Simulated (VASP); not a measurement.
A run of VASP 6.6.1 is set up as follows.

The input INCAR:

```
SYSTEM = Si
PREC = Accurate ; ENCUT = 520
EDIFF = 1E-7 ; ISMEAR = -1
SIGMA = 0.1 ; LREAL = .False.
LASPH = .True. ; NELM = 80
ALGO = Normal ; ISIF = 2
LWAVE = .False. ; LCHARG = .False.
GGA = PE ; NBANDS = 11
```

The input KPOINTS:

```
Automatic mesh
0
Gamma
  18 18 18
  0 0 0
```

File POSCAR:

```
Si
1.0
   -2.0291073370      2.0291073370      1.0816916341
    2.0291073370     -2.0291073370      1.0816916341
    2.0291073370      2.0291073370     -1.0816916341
Si
2
Direct
   -0.3750000000     -0.1250000000     -0.2500000000
    0.3750000000      0.1250000000      0.2500000000
```

Potentials or basis: VASP PAW PBE potentials, release 64 (Si).

Run with:

```bash
$ cat potpaw_PBE.64/Si/POTCAR > POTCAR
$ mpirun -np 1 vasp_std > vasp.out
```

Q: What does it give for the pressure?

A: 180.5 GPa.

Q: Predict the band gap on the k mesh.

A: Zero (bands 4 and 5 overlap by 8.58 eV).

Stress tensor (GPa, compression positive):
```
180.53   0.00   0.00
  0.00 180.53   0.00
  0.00   0.00 180.32
```

Caveat: the cell stands under pressure.
